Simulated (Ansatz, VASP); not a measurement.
## TaN in VASP and in Ansatz

Contents of INCAR:

```
SYSTEM = TaN
PREC     = Accurate       ! precision mode
ENCUT    = 520            ! plane-wave cutoff, eV
EDIFF    = 1E-6           ! SCF threshold, eV
ISMEAR   = -1             ! smearing method
SIGMA    = 0.05           ! smearing width, eV
LREAL    = .False.        ! projectors in reciprocal space
LASPH    = .True.         ! aspherical terms in the spheres
NELM     = 80             ! most SCF steps
ALGO     = Normal         ! electronic algorithm
ISIF     = 2              ! what is computed and relaxed
LWAVE    = .False.        ! write WAVECAR
LCHARG   = .False.        ! write CHGCAR
GGA      = PE             ! functional
NBANDS   = 15             ! bands
```

KPOINTS

```
Automatic mesh
0
Gamma
  14 14 14
  0 0 0
```

Contents of POSCAR:

```
TaN
1.0
    2.7498342164      0.0000000000      0.0000000000
    0.0000000000      2.7498342164      0.0000000000
    0.0000000000      0.0000000000      2.7498342164
Ta N
1 1
Direct
    0.0000000000      0.0000000000      0.0000000000
    0.5000000000      0.5000000000      0.5000000000
```

Input for Ansatz:

```yaml
crystal:
  lattice:
    - [2.7498342164, 0.0, 0.0]
    - [0.0, 2.7498342164, 0.0]
    - [0.0, 0.0, 2.7498342164]
  atoms:
    - { symbol: Ta, position: [0.0, 0.0, 0.0] }
    - { symbol: "N", position: [0.5, 0.5, 0.5] }
kpoints:
  mp_grid: { grid: [14, 14, 14] }
scf:
  occupations: { method: fermi_dirac, width: 0.05 }
hamiltonian:
  xc: pbe
  pseudopotentials: { kind: nc }
output:
  forces: true
  stress: true
  eigenvalues: true
```

Change from the starting cell: volume scaled by 1, norm-conserving files.

Alike in both runs: task single point; functional PBE; k mesh 14 × 14 × 14; occupations fermi-dirac, width 0.05 eV; no spin polarisation.

|  | VASP | Ansatz |
| --- | --- | --- |
| version | VASP 6.6.1 | Ansatz 0.2.0 |
| potentials or method | VASP PAW PBE potentials, release 64 (Ta_pv, N) | norm-conserving pseudopotentials, scalar-relativistic |
| plane-wave cutoff (eV) | 520 | 1240 |
| valence electrons in the cell | 16 | 32 |

|  | VASP | Ansatz | Ansatz less VASP |
| --- | --- | --- | --- |
| pressure (GPa) | 0.7 | 0.3 | -0.39 |

VASP's potentials hold 16 valence electrons a cell and Ansatz's 32, so a difference there can come from the potentials and not from the codes.

Spin-orbit coupling is off throughout.
